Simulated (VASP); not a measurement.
# BaTiO3 (Amm2) in VASP: single point with r2SCAN

Aim: the single point of BaTiO3 with r2SCAN.

All numbers are computed with VASP 6.6.1; they aren't measurements. Logs are shortened: lines on timing, memory, paths and dates and some standing lists are left out, and cuts for length are marked.

## (1) The cell of the first run

Symmetry: Amm2, No. 38, orthorhombic system. Conventional cell: a = 4.029 Å, b = 5.736 Å, c = 5.753 Å, α = 90.00°, β = 90.00°, γ = 90.00°. Within 3.7 Å of Ba (site symmetry mm2) lie 12 O at 2.80 to 2.95 Å and 8 Ti at 3.45 to 3.57 Å. Ti (site symmetry mm2) has 6 O at 1.95 to 2.11 Å within 2.6 Å. O (site symmetry mm2) has 2 Ti at 2.02 Å and 4 Ba at 2.80 to 2.95 Å and 8 O at 2.85 to 2.87 Å within 3.0 Å. O (site symmetry m) has 2 Ti at 1.95 to 2.11 Å within 2.6 Å. Within 2.6 Å of O (site symmetry m) lie 2 Ti at 1.95 to 2.11 Å.

## (2) Single point, r2SCAN

Contents of POSCAR:

```
BaTiO3
1.0
    4.0292224200      2.8680218500     -2.8763623500
    4.0292224200     -2.8680218500      2.8763623500
    0.0000000000     -2.8680218500     -2.8763623500
Ba Ti O
2 2 6
Direct
    0.0000000000      0.0000000000      0.0000000000
    0.5000000000      0.5000000000      0.0000000000
    0.9938000000      0.5062000000      0.4876000000
    0.4938000000      0.0062000000      0.4876000000
    0.7563000000      0.2437000000      0.5126000000
    0.2563000000      0.7437000000      0.5126000000
    0.7540800000      0.7459200000      0.4947600000
    0.2540800000      0.2459200000      0.4947600000
    0.9973800000      0.5026200000      0.0081600000
    0.4973800000      0.0026200000      0.0081600000
```

Contents of INCAR.step1:

```
SYSTEM = BaTiO3
ALGO = Normal ; EDIFF = 1E-4
ENCUT = 520 ; GGA = PE
ISMEAR = 1 ; LASPH = .TRUE.
LCHARG = .FALSE. ; LREAL = .FALSE.
LWAVE = .TRUE. ; NBANDS = 51
NELM = 100 ; PREC = Accurate
SIGMA = 0.0241
```

Contents of INCAR.step2:

```
SYSTEM = BaTiO3
ALGO = Normal ; EDIFF = 1E-6
ENCUT = 520 ; ISIF = 2
ISMEAR = 1 ; ISTART = 1
LASPH = .TRUE. ; LCHARG = .FALSE.
LMIXTAU = .TRUE. ; LREAL = .FALSE.
LWAVE = .FALSE. ; METAGGA = R2SCAN
NBANDS = 51 ; NELM = 100
PREC = Accurate ; SIGMA = 0.0241
```

Contents of KPOINTS:

```
k-points
0
G
  5 5 6
  0 0 0
```

Potentials or basis: VASP PAW PBE potentials, release 64 (Ba_sv, Ti_sv, O).

Started as:

```sh
> cat potpaw_PBE.64/Ba_sv/POTCAR potpaw_PBE.64/Ti_sv/POTCAR potpaw_PBE.64/O/POTCAR > POTCAR
> cp INCAR.step1 INCAR
> mpirun -np 1 vasp_std > vasp.out
> cp INCAR.step2 INCAR
> mpirun -np 1 vasp_std > vasp.out
```

OUTCAR:

```text
SYSTEM = BaTiO3
   EDIFF = 1E-6
   ENCUT = 520
   ISIF = 2
   ISMEAR = 1
   ISTART = 1
   LASPH = .TRUE.
   LREAL = .FALSE.
   METAGGA = R2SCAN
   NELM = 100
   PREC = Accurate

 ion  position               nearest neighbor table
   1  0.000  0.000  0.000-   5 2.80   9 2.85  10 2.85   7 2.85   8 2.85   5 2.87   6 2.87   9 2.88
                             7 2.88   8 2.88  10 2.88   6 2.95   4 3.45   3 3.45   3 3.51   3 3.51
   2  0.500  0.500  0.000-   6 2.80   9 2.85  10 2.85   7 2.85   8 2.85   6 2.87   5 2.87  10 2.88
                             7 2.88   8 2.88   9 2.88   5 2.95   4 3.45   3 3.45   4 3.51   3 3.51
   3  0.994  0.506  0.488-   7 1.95   9 1.95   5 2.02   6 2.02   9 2.11   8 2.11   2 3.45   1 3.45
                             2 3.51   2 3.51   1 3.51   1 3.51   1 3.57   2 3.57
   4  0.494  0.006  0.488-   8 1.95  10 1.95   5 2.02   6 2.02  10 2.11   7 2.11   2 3.45   1 3.45
                             2 3.51   1 3.51   1 3.51   2 3.51   2 3.57   1 3.57
   5  0.756  0.244  0.513-   3 2.02   4 2.02   1 2.80   1 2.87   2 2.87   2 2.95
   6  0.256  0.744  0.513-   3 2.02   4 2.02   2 2.80   2 2.87   1 2.87   1 2.95
   7  0.754  0.746  0.495-   3 1.95   4 2.11   1 2.85   2 2.85   1 2.88   2 2.88
   8  0.254  0.246  0.495-   4 1.95   3 2.11   1 2.85   2 2.85   1 2.88   2 2.88
   9  0.997  0.503  0.008-   3 1.95   3 2.11   1 2.85   2 2.85   2 2.88   1 2.88
  10  0.497  0.003  0.008-   4 1.95   4 2.11   1 2.85   2 2.85   1 2.88   2 2.88

  LATTYP: Found a base centered monoclinic cell.
 ALAT       =     8.1237946061
 B/A-ratio  =     0.9919557585
 C/A-ratio  =     0.5000000000
 COS(beta)  =    -0.0029038735

  Lattice vectors:

 A1 = (   4.0292224200,  -2.8680218500,   2.8763623500)
 A2 = (  -4.0292224200,  -2.8680218500,   2.8763623500)
 A3 = (   0.0000000000,  -2.8680218500,  -2.8763623500)

Analysis of symmetry for initial positions (statically):
=====================================================================
 Subroutine PRICEL returns following result:

  LATTYP: Found a base centered orthorhombic cell.
 ALAT       =     5.7360437000
 B/A-ratio  =     1.0029081020
 C/A-ratio  =     0.7024392823

  Lattice vectors:

 A1 = (   0.0000000000,  -2.8680218500,   2.8763623500)
 A2 = (   0.0000000000,  -2.8680218500,  -2.8763623500)
 A3 = (   4.0292224200,   0.0000000000,   0.0000000000)

   2 primitive cells build up your supercell.

 Routine SETGRP: Setting up the symmetry group for a
 base centered monoclinic supercell.

 Subroutine GETGRP returns: Found  2 space group operations
 (whereof  2 operations were pure point group operations)
 out of a pool of  4 trial point group operations.

The static configuration has the point symmetry C_1h.

Analysis of symmetry for dynamics (positions and initial velocities):
=====================================================================
 Subroutine PRICEL returns following result:

  LATTYP: Found a base centered orthorhombic cell.
 ALAT       =     5.7360437000
 B/A-ratio  =     1.0029081020
 C/A-ratio  =     0.7024392823

  Lattice vectors:

 A1 = (   0.0000000000,  -2.8680218500,   2.8763623500)
 A2 = (   0.0000000000,  -2.8680218500,  -2.8763623500)
 A3 = (   4.0292224200,   0.0000000000,   0.0000000000)

   2 primitive cells build up your supercell.

 Routine SETGRP: Setting up the symmetry group for a
 base centered monoclinic supercell.

 Subroutine GETGRP returns: Found  2 space group operations
 (whereof  2 operations were pure point group operations)
 out of a pool of  4 trial point group operations.

The dynamic configuration has the point symmetry C_1h.

 Subroutine INISYM returns: Found  2 space group operations
 (whereof  2 operations are pure point group operations),
 and found     2 'primitive' translations

----------------------------------------------------------------------------------------

                                     Primitive cell

  volume of cell :      66.4779

  direct lattice vectors                    reciprocal lattice vectors
     0.000000000 -2.868021850  2.876362350     0.000000000 -0.174336189  0.173830672
     0.000000000 -2.868021850 -2.876362350     0.000000000 -0.174336189 -0.173830672
     4.029222420  0.000000000  0.000000000     0.248186845  0.000000000  0.000000000

  length of vectors
     4.061897303  4.061897303  4.029222420     0.246191408  0.246191408  0.248186845

  position of ions in fractional coordinates (direct lattice)
     0.000000000  0.000000000  0.000000000
     0.512400000  0.487600000  0.500000000
     0.487400000  0.512600000  0.000000000
     0.991840000  0.494760000  0.500000000
     0.505240000  0.008160000  0.500000000

  ion indices of the primitive-cell ions
   primitive index   ion index
                 1           1
                 2           3
                 3           5
                 4           7
                 5           9

----------------------------------------------------------------------------------------

 KPOINTS: k-points

Automatic generation of k-mesh.
 Grid dimensions read from file:
 generate k-points for:    5    5    6

 Generating k-lattice:

  Cartesian coordinates                     Fractional coordinates (reciprocal lattice)
     0.024818684  0.017433619 -0.017383067     0.200000000 -0.000000000 -0.000000000
     0.024818684 -0.017433619  0.017383067    -0.000000000  0.200000000  0.000000000
     0.000000000 -0.029056032 -0.028971779    -0.000000000  0.000000000  0.166666667

  Length of vectors
     0.034958106  0.034958106  0.041031901

  Shift w.r.t. Gamma in fractional coordinates (k-lattice)
     0.000000000  0.000000000  0.000000000

 Subroutine IBZKPT returns following result:
 ===========================================

 Found     48 irreducible k-points:

 Following reciprocal coordinates:
            Coordinates               Weight
  0.000000  0.000000  0.000000      1.000000
  0.200000 -0.000000  0.000000      4.000000
  0.400000 -0.000000  0.000000      4.000000
  0.200000  0.200000  0.000000      2.000000
  0.400000  0.200000 -0.000000      4.000000
 -0.400000  0.200000  0.000000      4.000000
[... 16 lines left out ...]
  0.400000 -0.400000  0.166667      2.000000
  0.200000 -0.200000  0.166667      2.000000
 [... further k-points ...]
   k-points           NKPTS =     48   k-points in BZ     NKDIM =     48   number of bands    NBANDS=     51
   number of dos      NEDOS =    301   number of ions     NIONS =     10
   total plane-waves  NPLWV =  69120
   dimension x,y,z NGX =    48 NGY =   48 NGZ =   30
   dimension x,y,z NGXF=    96 NGYF=   96 NGZF=   60
   ions per type =               2   2   6
   NGX,Y,Z   is equivalent  to a cutoff of  13.95, 13.95, 12.28 a.u.
   NGXF,Y,Z  is equivalent  to a cutoff of  27.89, 27.89, 24.56 a.u.
 SYSTEM =  BaTiO3
   PREC   = accura    normal or accurate (medium, high low for compatibility)
   ISTART =      1    job   : 0-new  1-cont  2-samecut
   ICHARG =      0    charge: 1-file 2-atom 10-const
   ISPIN  =      1    spin polarized calculation?
   LNONCOLLINEAR =      F non collinear calculations
   LSORBIT =      F    spin-orbit coupling
   LASPH  =      T    aspherical Exc in radial PAW
   ENCUT  =  520.0 eV  38.22 Ry    6.18 a.u.  10.64 10.64  7.55*2*pi/ulx,y,z
   NELM   =    100;   NELMIN=  2; NELMDL=  0     # of ELM steps
   EDIFF  = 0.1E-05   stopping-criterion for ELM
   LREAL  =      F    real-space projection
   EDIFFG = 0.1E-04   stopping-criterion for IOM
   NSW    =      0    number of steps for IOM
   IBRION =     -1    ionic relax: 0-MD 1-quasi-New 2-CG
   NFREE  =      0    steps in history (QN), initial steepest desc. (CG)
   ISIF   =      2    stress and relaxation
   ISYM   =      2    0-nonsym 1-usesym 2-fastsym
   POTIM  = 0.5000    time-step for ionic-motion
   TEBEG  =    0.0;   TEEND  =   0.0 temperature during run
   PSTRESS=    0.0 pullay stress
   NELECT =      80.0000    total number of electrons
   NUPDOWN=      -1.0000    fix difference up-down
   EMIN   =  10.00;   EMAX   =-10.00  energy-range for DOS
   EFERMI =   0.00;   METHOD = LEGACY
   ISMEAR =     1;   SIGMA  =   0.02  broadening in eV -4-tet -1-fermi 0-gaus
   EFERMI_NEDOS =   21; number of points for ismear=-14 and -15
   IALGO  =     38    algorithm
   IMIX   =      4    mixing-type and parameters
     AMIX     =   0.40;   BMIX     =  1.00
     AMIX_MAG =   1.60;   BMIX_MAG =  1.00
  volume/ion in A,a.u.               =      13.30        89.72
  Fermi-wavevector in a.u.,A,eV,Ry     =   1.382088  2.611768 25.989407  1.910168
  Thomas-Fermi vector in A             =   2.506812
   LORBIT       =      0    0 simple, 1 ext, 2 COOP (PROOUT), +10 PAW based schemes
   METAGGA = R2SCAN    functional components
   LHFCALC =     F    Hartree Fock is set to
   AEXX    =    0.0000 exact exchange contribution
   IVDW    =     0    specifies the selected vdW correction
   LEPSILON=     F    determine dielectric tensor
   LRPA    =     F    only Hartree local field effects (RPA)
 non-spin polarized calculation
 Methfessel and Paxton  Order N= 1 SIGMA  =   0.02
  energy-cutoff  :      520.00
  volume of cell :      132.96
 maximum number of plane-waves:      3604
 NGX is ok and might be reduce to    48
   NGX = 21   NGY = 21   NGZ = 15

 number of electron      79.9999998 magnetization

 Free energy of the ion-electron system (eV)
  ---------------------------------------------------
  ext. energy  EPLUGINS =         0.00000000
  ---------------------------------------------------
  free energy    TOTEN  =      -148.42639466 eV

  energy without entropy =     -148.42639466  energy(sigma->0) =     -148.42639466

 E-fermi :   3.4210     XC(G=0): -11.7100

 val. band max:        3.2569391442   @ k =   0.0000   0.0000   0.5000
 cond. band min:       5.4167294968   @ k =   0.0000   0.0000   0.0000
 fundamental gap:      2.1597903526
 Fermi energy:         3.4209659195

 k-point     1 :       0.0000    0.0000    0.0000
  band No.  band energies     occupation
      1     -55.7054      2.00000
      2     -55.7035      2.00000
      3     -30.9027      2.00000
      4     -30.8917      2.00000
      5     -30.8589      2.00000
      6     -30.8584      2.00000
[... 43 lines left out ...]
     50       8.7576      0.00000
     51       8.8518      0.00000

 k-point     2 :       0.2000   -0.0000    0.0000
  band No.  band energies     occupation
      1     -55.7052      2.00000
      2     -55.7037      2.00000
      3     -30.8986      2.00000
      4     -30.8872      2.00000
      5     -30.8629      2.00000
      6     -30.8584      2.00000
[... 43 lines left out ...]
     50       9.1326      0.00000
     51       9.2154      0.00000

 k-point     3 :       0.4000   -0.0000    0.0000
  band No.  band energies     occupation
      1     -55.7048      2.00000
      2     -55.7042      2.00000
      3     -30.8878      2.00000
      4     -30.8753      2.00000
      5     -30.8741      2.00000
      6     -30.8604      2.00000
[... 43 lines left out ...]
     50       9.8012      0.00000
     51       9.9905      0.00000
[... 1027 lines left out ...]
 k-point    23 :       0.4000   -0.4000    0.1667
  band No.  band energies     occupation
      1     -55.7044      2.00000
      2     -55.7041      2.00000
      3     -30.9004      2.00000
      4     -30.8934      2.00000
      5     -30.8688      2.00000
      6     -30.8683      2.00000
[... 43 lines left out ...]
     50       9.6048      0.00000
     51      10.7716      0.00000

 k-point    24 :       0.2000   -0.2000    0.1667
  band No.  band energies     occupation
      1     -55.7049      2.00000
      2     -55.7036      2.00000
      3     -30.8920      2.00000
      4     -30.8865      2.00000
      5     -30.8744      2.00000
      6     -30.8699      2.00000
[... 43 lines left out ...]
     50       9.7767      0.00000
     51      10.0679      0.00000

 [... further k-points ...]

------------------------ aborting loop because EDIFF is reached ----------------------------------------

  FORCE on cell =-STRESS in cart. coord.  units (eV):
  Direction    XX          YY          ZZ          XY          YZ          ZX
  --------------------------------------------------------------------------------------
  -------------------------------------------------------------------------------------
  Total       -3.5941196     -3.5082721     -4.0166568      0.0000000      0.0005455      0.0000000
  in kB      -43.3107617    -42.2762610    -48.4025252      0.0000000      0.0065740      0.0000000
  external PRESSURE =     -44.6631826 kB  Pullay stress =       0.0000000 kB

 VOLUME and BASIS-vectors are now :
 -----------------------------------------------------------------------------
  energy-cutoff  :      520.00
  volume of cell :      132.96
      direct lattice vectors                 reciprocal lattice vectors
     4.029222420  2.868021850 -2.876362350     0.124093422  0.087168095 -0.086915336
     4.029222420 -2.868021850  2.876362350     0.124093422 -0.087168095  0.086915336
     0.000000000 -2.868021850 -2.876362350     0.000000000 -0.174336189 -0.173830672

 POSITION                                       TOTAL-FORCE (eV/Angst)
 -----------------------------------------------------------------------------------
      0.00000      0.00000      0.00000         0.000000     -0.001492      0.157662
      4.02922      0.00000      0.00000         0.000000     -0.001492      0.157662
      6.04383     -0.00000     -2.80503         0.000000      0.002617      0.282998
      2.01461     -0.00000     -2.80503         0.000000      0.002617      0.282998
      4.02922      0.00000     -2.94885         0.000000     -0.001473      0.279656
      4.02922     -2.86802     -0.07248         0.000000     -0.001473      0.279656
      6.04383     -1.39558     -1.44658         0.000000      0.103868     -0.360827
      2.01461     -1.39558     -1.44658         0.000000      0.103868     -0.360827
      6.04383      1.39558     -1.44658         0.000000     -0.103520     -0.359489
      2.01461      1.39558     -1.44658         0.000000     -0.103520     -0.359489
 -----------------------------------------------------------------------------------
    total drift:                               -0.000000      0.018437      0.006363

  FREE ENERGIE OF THE ION-ELECTRON SYSTEM (eV)
  ---------------------------------------------------
  free  energy   TOTEN  =      -148.4263946640 eV

  energy  without entropy=     -148.4263946640  energy(sigma->0) =     -148.42639466
```

Run time: 38 min. Hardware: 1 thread of Intel Xeon 8259CL, shared host; peak memory 0.46 GiB.

Results:

* Free energy: -148.4264 eV
* Pressure: -4.5 GPa
* Largest force: 0.375 eV/Å
* Band gap on the k mesh: 2.16 eV

Forces in eV/Å, atoms in the order of the input:
```
Ba   0.000 -0.001  0.158
Ba   0.000 -0.001  0.158
Ti   0.000  0.003  0.283
Ti   0.000  0.003  0.283
O    0.000 -0.001  0.280
O    0.000 -0.001  0.280
O    0.000  0.104 -0.361
O    0.000  0.104 -0.361
O    0.000 -0.104 -0.359
O    0.000 -0.104 -0.359
```

Caveat: the cell stands under tension; the PAW data sets were made with another functional, which shifts forces and pressure a little; spin-orbit coupling is left out, which moves the levels of the heavy elements.
